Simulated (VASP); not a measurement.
# Hg2O3 (Pn-3m) in VASP: notebook, part 2 of 2

VASP 6.6.1.

## 4. Single point, PBE

This run uses another cell than the first one, of 14.65 Å³/atom.

INCAR

```
SYSTEM = Hg2O3
PREC = Accurate ; ENCUT = 520
EDIFF = 1E-6 ; ISMEAR = -1
SIGMA = 0.06122561905347299 ; LREAL = .FALSE.
LASPH = .TRUE. ; NELM = 60
ALGO = Normal ; ISIF = 2
LWAVE = .FALSE. ; LCHARG = .TRUE.
GGA = PE ; LELF = .TRUE.
LVHAR = .TRUE. ; NBANDS = 53
```

KPOINTS

```
Automatic mesh
0
G
  7 7 7
  0 0 0
```

POSCAR

```
Hg2O3
1.0
    5.2722180488      0.0000000000      0.0000000000
    0.0000000000      5.2722180488      0.0000000000
    0.0000000000      0.0000000000      5.2722180488
Hg O
4 6
Direct
    0.2500000000      0.2500000000      0.2500000000
    0.7500000000      0.7500000000      0.2500000000
    0.7500000000      0.2500000000      0.7500000000
    0.2500000000      0.7500000000      0.7500000000
    0.5000000000      0.0000000000      0.0000000000
    0.0000000000      0.5000000000      0.0000000000
    0.0000000000      0.0000000000      0.5000000000
    0.5000000000      0.5000000000      0.0000000000
    0.5000000000      0.0000000000      0.5000000000
    0.0000000000      0.5000000000      0.5000000000
```

Potentials or basis: VASP PAW PBE potentials, release 64 (Hg, O).

The run is started by

```
cat potpaw_PBE.64/Hg/POTCAR potpaw_PBE.64/O/POTCAR > POTCAR
mpirun -np 1 vasp_std > vasp.out
```

OUTCAR:

```text
SYSTEM = Hg2O3
   PREC = Accurate
   ENCUT = 520
   EDIFF = 1E-6
   ISMEAR = -1
   LREAL = .FALSE.
   LASPH = .TRUE.
   NELM = 60
   ISIF = 2
   GGA = PE

 ion  position               nearest neighbor table
   1  0.250  0.250  0.250-   5 2.28   6 2.28   7 2.28   8 2.28   9 2.28  10 2.28   2 3.73   3 3.73
                             4 3.73   3 3.73   4 3.73   2 3.73   4 3.73   4 3.73   2 3.73   3 3.73
   2  0.750  0.750  0.250-   5 2.28   6 2.28   7 2.28   8 2.28   9 2.28  10 2.28   1 3.73   3 3.73
                             4 3.73   3 3.73   4 3.73   1 3.73   3 3.73   3 3.73   1 3.73   4 3.73
   3  0.750  0.250  0.750-   5 2.28   6 2.28   7 2.28   8 2.28   9 2.28  10 2.28   1 3.73   2 3.73
                             4 3.73   1 3.73   2 3.73   2 3.73   4 3.73   2 3.73   1 3.73   4 3.73
[... 1343 lines left out ...]
 -----------------------------------------------------------------------------
  energy-cutoff  :      520.00
  volume of cell :      146.55
      direct lattice vectors                 reciprocal lattice vectors
     5.272218049  0.000000000  0.000000000     0.189673491  0.000000000  0.000000000
     0.000000000  5.272218049  0.000000000     0.000000000  0.189673491  0.000000000
     0.000000000  0.000000000  5.272218049     0.000000000  0.000000000  0.189673491

 POSITION                                       TOTAL-FORCE (eV/Angst)
 -----------------------------------------------------------------------------------
      1.31805      1.31805      1.31805        -0.000000      0.000000     -0.000000
      3.95416      3.95416      1.31805        -0.000000     -0.000000     -0.000000
      3.95416      1.31805      3.95416        -0.000000      0.000000      0.000000
      1.31805      3.95416      3.95416         0.000000     -0.000000      0.000000
      2.63611      0.00000      0.00000         0.000000     -0.000000     -0.000000
      0.00000      2.63611      0.00000         0.000000     -0.000000     -0.000000
      0.00000      0.00000      2.63611         0.000000     -0.000000     -0.000000
      2.63611      2.63611      0.00000         0.000000     -0.000000     -0.000000
      2.63611      0.00000      2.63611         0.000000     -0.000000      0.000000
      0.00000      2.63611      2.63611         0.000000     -0.000000      0.000000
 -----------------------------------------------------------------------------------
    total drift:                               -0.000000      0.000000     -0.000000

  FREE ENERGIE OF THE ION-ELECTRON SYSTEM (eV)
  ---------------------------------------------------
  free  energy   TOTEN  =       -28.1818422765 eV

  energy  without entropy=      -28.0025385864  energy(sigma->0) =      -28.09219043
```

OSZICAR:

```text
N       E                     dE             d eps       ncg     rms          rms(c)
DAV:   1     0.776546942248E+03    0.77655E+03   -0.44920E+04  2120   0.157E+03
DAV:   2     0.209996727290E+02   -0.75555E+03   -0.72508E+03  2302   0.417E+02
DAV:   3    -0.362440195314E+02   -0.57244E+02   -0.55588E+02  2433   0.118E+02
DAV:   4    -0.371198260833E+02   -0.87581E+00   -0.87168E+00  2285   0.151E+01
DAV:   5    -0.371283307124E+02   -0.85046E-02   -0.85005E-02  2404   0.132E+00    0.282E+01
DAV:   6    -0.291464975487E+02    0.79818E+01   -0.40799E+01  3105   0.641E+01    0.310E+01
DAV:   7    -0.283540379584E+02    0.79246E+00   -0.70357E+00  2145   0.181E+01    0.159E+01
DAV:   8    -0.282659362388E+02    0.88102E-01   -0.21610E+00  2245   0.838E+00    0.399E+00
DAV:   9    -0.281823411702E+02    0.83595E-01   -0.20708E-01  2557   0.357E+00    0.888E-01
DAV:  10    -0.281816863724E+02    0.65480E-03   -0.41945E-02  2239   0.943E-01    0.296E-01
DAV:  11    -0.281816964653E+02   -0.10093E-04   -0.11628E-03  2429   0.197E-01    0.180E-01
DAV:  12    -0.281818348800E+02   -0.13841E-03   -0.50098E-04  2265   0.109E-01    0.494E-02
DAV:  13    -0.281818440194E+02   -0.91395E-05   -0.23826E-05  2377   0.318E-02    0.231E-02
DAV:  14    -0.281818424989E+02    0.15206E-05   -0.11279E-05  2227   0.212E-02    0.750E-03
DAV:  15    -0.281818422765E+02    0.22234E-06   -0.10960E-06  1498   0.590E-03
   1 F= -.28181842E+02 E0= -.28092190E+02  d E =-.179304E+00
```

It took 59 s on 1 thread of Intel Xeon 6975P-C (Granite Rapids), shared host; peak memory 0.3 GiB.

Results:

```yaml
Free_energy: -28.1818 eV
Pressure: 6.1 GPa
Band_gap_on_the_k_mesh: zero (bands 42 and 43 overlap by 0.11 eV)
```

Caveat: the cell stands under pressure; semilocal functionals underestimate gaps, so a narrow gap can read as zero; spin-orbit coupling is left out, which moves the levels of the heavy elements.

## 5. Single point, PBE

This run uses another cell than the first one, of 14.96 Å³/atom.

INCAR

```
PREC = Accurate
ENCUT = 520
EDIFF = 1E-7
ISMEAR = -1
SIGMA = 0.06122561905347299
LREAL = F
LASPH = T
NELM = 60
ALGO = Normal
ISIF = 2
LWAVE = F
LCHARG = F
GGA = PE
NBANDS = 53
```

KPOINTS

```
regular mesh
0
Gamma
  7 7 7
```

Changes to POSCAR since step 4:

```diff
@@ -2,5 +2,5 @@
 1.0
-    5.2722180488      0.0000000000      0.0000000000
-    0.0000000000      5.2722180488      0.0000000000
-    0.0000000000      0.0000000000      5.2722180488
+    5.3085793223      0.0000000000      0.0000000000
+    0.0000000000      5.3085793223      0.0000000000
+    0.0000000000      0.0000000000      5.3085793223
 Hg O
```

The run is started by

```
cat potpaw_PBE.64/Hg/POTCAR potpaw_PBE.64/O/POTCAR > POTCAR
mpirun -np 1 vasp_std > vasp.out
```

It took 63 s on 1 thread of Intel Xeon 6975P-C (Granite Rapids), shared host; peak memory 0.3 GiB.

Results (log left out):

```yaml
Free_energy: -28.2767 eV
Pressure: 3.5 GPa
Band_gap_on_the_k_mesh: zero (bands 42 and 43 overlap by 0.10 eV)
```

Levels at points of the mesh, in eV from the Fermi level:
```
           k point  band 38  band 39  band 40  band 41  band 42  band 43  band 44  band 45  band 46  band 47
(0.00, 0.00, 0.00)    -0.83    -0.22     0.10     0.10     0.10     0.32     0.32     0.32     2.71     4.88
```

Caveat: the cell stands under pressure; semilocal functionals underestimate gaps, so a narrow gap can read as zero; spin-orbit coupling is left out, which moves the levels of the heavy elements.

## 6. Single point, PBE

This run uses another cell than the first one, of 14.96 Å³/atom.

INCAR

```
SYSTEM = Hg2O3
PREC = Accurate ; ENCUT = 520
EDIFF = 1E-7 ; ISMEAR = -1
SIGMA = 0.06122561905347299 ; LREAL = .False.
LASPH = .True. ; NELM = 100
ALGO = Normal ; ISIF = 2
LWAVE = .False. ; LCHARG = .True.
GGA = PE ; LELF = .True.
LVHAR = .True. ; NBANDS = 53
```

KPOINTS

```
Automatic mesh
0
Gamma
  7 7 7
  0 0 0
```

POSCAR is that of step 5.

Potentials or basis: VASP PAW PBE potentials, release 64 (Hg, O).

The run is started by

```
cat potpaw_PBE.64/Hg/POTCAR potpaw_PBE.64/O/POTCAR > POTCAR
mpirun -np 1 vasp_std > vasp.out
```

It took 64 s on 1 thread of Intel Xeon 6975P-C (Granite Rapids), shared host; peak memory 0.3 GiB.

The run converged. Its results:

* Free energy: -28.2767 eV
* Pressure: 3.5 GPa
* Band gap on the k mesh: zero (bands 42 and 43 overlap by 0.10 eV)

Levels at points of the mesh, in eV from the Fermi level:
```tsv
k point	band 40	band 41	band 42	band 43	band 44	band 45
(0.00, 0.00, 0.00)	0.10	0.10	0.10	0.32	0.32	0.32
```

Caveat: the cell stands under pressure; semilocal functionals underestimate gaps, so a narrow gap can read as zero; spin-orbit coupling is left out, which moves the levels of the heavy elements.

## 7. The runs side by side

```csv
cell,gap on the mesh (eV),pressure (GPa)
"a = 5.235 Å, 10 atoms",none,9.0
"a = 5.272 Å, 10 atoms",none,6.1
"a = 5.309 Å, 10 atoms",none,3.5
```

Alike in all rows: task single point; level PBE; potentials or basis VASP PAW PBE potentials, release 64 (Hg, O); no spin polarisation; k mesh 7 × 7 × 7; cutoff (eV) 520; smearing fermi-dirac 0.0612256 eV.

Caveats: the cell stands under pressure; semilocal functionals underestimate gaps, so a narrow gap can read as zero; spin-orbit coupling is left out, which moves the levels of the heavy elements.

Absolute energies hang on the potentials; compare differences alone.
